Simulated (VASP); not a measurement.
Write the native input for VASP 6.6.1 that does the following.

```
Task                               : single point
Functional                         : PBE0
Potentials or basis                : VASP PAW PBE potentials, release 64 (Al, N)
Cutoff                             : 520 eV
k mesh                             : 8 × 8 × 8
Occupations                        : fermi-dirac, width 0.05 eV
Spin                               : no spin polarisation
Dipole correction                  : no
Grid for exact exchange (PRECFOCK) : Normal
Further INCAR settings             : ALGO = Normal; EDIFF = 1e-06; NBANDS = 11
Share of exact exchange            : 0.25
```

Crystal: AlN.

```
CELL_PARAMETERS angstrom
0.00000 2.18399 2.18399
2.18399 0.00000 2.18399
2.18399 2.18399 0.00000
ATOMIC_POSITIONS crystal
Al 0.00000 0.00000 0.00000
N 0.25000 0.25000 0.25000
```

One way to write it, as run:

POSCAR

```
AlN
1.0
    0.0000000000      2.1839935596      2.1839935596
    2.1839935596      0.0000000000      2.1839935596
    2.1839935596      2.1839935596      0.0000000000
Al N
1 1
Direct
    0.0000000000      0.0000000000      0.0000000000
    0.2500000000      0.2500000000      0.2500000000
```

INCAR.step1

```
  ALGO = Normal
  EDIFF = 1E-5
  ENCUT = 520
  GGA = PE
  ISIF = 2
  ISMEAR = -1
  LASPH = T
  LREAL = F
  LWAVE = T
  NBANDS = 11
  NELM = 80
  PREC = Accurate
  SIGMA = 0.05
```

INCAR.step2

```
  AEXX = 0.25
  ALGO = Normal
  EDIFF = 1E-6
  ENCUT = 520
  GGA = PE
  ISIF = 2
  ISMEAR = -1
  ISTART = 1
  LASPH = T
  LCHARG = T
  LELF = T
  LHFCALC = T
  LREAL = F
  LVHAR = T
  LWAVE = F
  NBANDS = 11
  NELM = 80
  PREC = Accurate
  PRECFOCK = Normal
  SIGMA = 0.05
```

KPOINTS

```
k-points
0
Gamma
  8 8 8
```

Potentials or basis: VASP PAW PBE potentials, release 64 (Al, N).

Run with:

```bash
$ cat potpaw_PBE.64/Al/POTCAR potpaw_PBE.64/N/POTCAR > POTCAR
$ cp INCAR.step1 INCAR
$ mpirun -np 1 vasp_std > vasp.out
$ cp INCAR.step2 INCAR
$ mpirun -np 1 vasp_std > vasp.out
```

It gave:

- Pressure: -0.6 GPa
- Band gap on the k mesh: 5.29 eV (least direct gap 6.28 eV)

Caveat: the PAW data sets were made with another functional, which shifts forces and pressure a little.

Run time: 42 min on 1 thread of Intel Xeon 8259CL, with other jobs on the host, peak memory 0.16 GiB.
